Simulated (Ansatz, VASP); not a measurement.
**Si2C3: VASP beside Ansatz**

File INCAR:

```
SYSTEM = Si2C3
  ALGO = Normal
  EDIFF = 1E-6
  ENCUT = 520
  GGA = PE
  ISIF = 2
  ISMEAR = 0
  ISPIN = 2
  LASPH = .TRUE.
  LCHARG = .TRUE.
  LELF = .TRUE.
  LORBIT = 11
  LREAL = .FALSE.
  LVHAR = .TRUE.
  LWAVE = .FALSE.
  MAGMOM = 0 0 0 0 1 1 1 1 1 1
  NBANDS = 35
  NELM = 150
  PREC = Accurate
  SIGMA = 0.1
```

The input KPOINTS:

```
k-points
0
G
  6 6 1
  0 0 0
```

File POSCAR:

```
Si2C3
1.0
    2.6359670200      0.0000000000      0.0000000000
   -1.3179835100      2.2828144000      0.0000000000
    0.0000000000      0.0000000000     22.8783716700
Si C
4 6
Direct
    0.6666666700      0.3333333300      0.1500000000
    0.6666666700      0.3333333300      0.3500000000
    0.3333333300      0.6666666700      0.6500000000
    0.3333333300      0.6666666700      0.8500000000
    0.6666666700      0.3333333300      0.7500000000
    0.6666666700      0.3333333300      0.9500000000
    0.6666666700      0.3333333300      0.5500000000
    0.3333333300      0.6666666700      0.0500000000
    0.3333333300      0.6666666700      0.2500000000
    0.3333333300      0.6666666700      0.4500000000
```

Input for Ansatz:

```yaml
crystal:
  lattice:
    - [2.63596702, 0.0, 0.0]
    - [-1.31798351, 2.2828144, 0.0]
    - [0.0, 0.0, 22.87837167]
  atoms:
    - { symbol: Si, position: [0.66666667, 0.33333333, 0.15] }
    - { symbol: Si, position: [0.66666667, 0.33333333, 0.35] }
    - { symbol: Si, position: [0.33333333, 0.66666667, 0.65] }
    - { symbol: Si, position: [0.33333333, 0.66666667, 0.85] }
    - { symbol: C, position: [0.66666667, 0.33333333, 0.75], spin: 1.0 }
    - { symbol: C, position: [0.66666667, 0.33333333, 0.95], spin: 1.0 }
    - { symbol: C, position: [0.66666667, 0.33333333, 0.55], spin: 1.0 }
    - { symbol: C, position: [0.33333333, 0.66666667, 0.05], spin: 1.0 }
    - { symbol: C, position: [0.33333333, 0.66666667, 0.25], spin: 1.0 }
    - { symbol: C, position: [0.33333333, 0.66666667, 0.45], spin: 1.0 }
basis:
  ecutwfc: 420
kpoints:
  mp_grid: { grid: [6, 6, 1] }
hamiltonian:
  xc: pbe
scf:
  occupations: { method: gaussian, width: 0.1 }
  lower_state_search: "off"
output:
  forces: true
  stress: true
  eigenvalues: true
  populations: true
magnetization:
  spin_polarized: true
```

Alike in both runs: task single point; functional PBE; k mesh 6 × 6 × 1; occupations gaussian, width 0.1 eV; collinear spin.

```csv
,VASP,Ansatz
version,VASP 6.6.1,Ansatz 0.2.0
potentials or method,"VASP PAW PBE potentials, release 64 (Si, C), cutoff 520 eV","scalar-relativistic, plane waves, PAW"
valence electrons in the cell,40,40
```

|  | VASP | Ansatz | Ansatz less VASP |
| --- | --- | --- | --- |
| gap on the k mesh at the Fermi level (eV) | none | none | - |
| pressure (GPa) | -19.7 | -19.7 | -0.01 |
| traceless stress, the component that is largest in VASP (GPa) | -3.94 | -3.96 | -0.013 |
| rms of the force components (eV/Å) | 0.114 | 0.114 | -0.0004 |
| net moment per atom (μB) | 0.00 | 0.00 | 0.000 |

Atom by atom the forces differ by 0.001 eV/Å (rms over components). A gap of «none» marks a metal or a gap that the smearing closes. Ansatz's warnings: seeded moment not kept.

The k mesh is coarse, so the values compare programs but aren't converged.
